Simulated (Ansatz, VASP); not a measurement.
## Two plane-wave programs on W

```xyz
2
Lattice="-1.5918 1.5918 1.5918 1.5918 -1.5918 1.5918 3.1836 3.1836 0.0000" Properties=species:S:1:pos:R:3 pbc="T T T"
W     0.0000    0.0000   -0.2625
W     1.5918    1.5918    1.8543
```

Change from the starting cell: mode 4 (124.6 1/cm) frozen in, largest displacement +0.263 Å.

Alike in both runs: task single point; functional PBE; k mesh 22 × 22 × 14; occupations gaussian, width 0.15 eV; no spin polarisation.

|  | VASP | Ansatz |
| --- | --- | --- |
| version | VASP 6.6.1 | Ansatz 0.2.0 |
| potentials or method | VASP PAW PBE potentials, release 64 (W_sv), cutoff 520 eV | scalar-relativistic, plane waves, PAW |
| valence electrons in the cell | 28 | 28 |

|  | VASP | Ansatz | Ansatz less VASP |
| --- | --- | --- | --- |
| gap on the k mesh at the Fermi level (eV) | none | none | - |
| pressure (GPa) | 13.9 | 13.1 | -0.85 |
| traceless stress, the component that is largest in VASP (GPa) | 16.93 | 16.49 | -0.437 |
| rms of the force components (eV/Å) | 1.999 | 1.969 | -0.0294 |

Atom by atom the forces differ by 0.029 eV/Å (rms over components). A gap of «none» marks a metal or a gap that the smearing closes.

Spin-orbit coupling is off throughout.
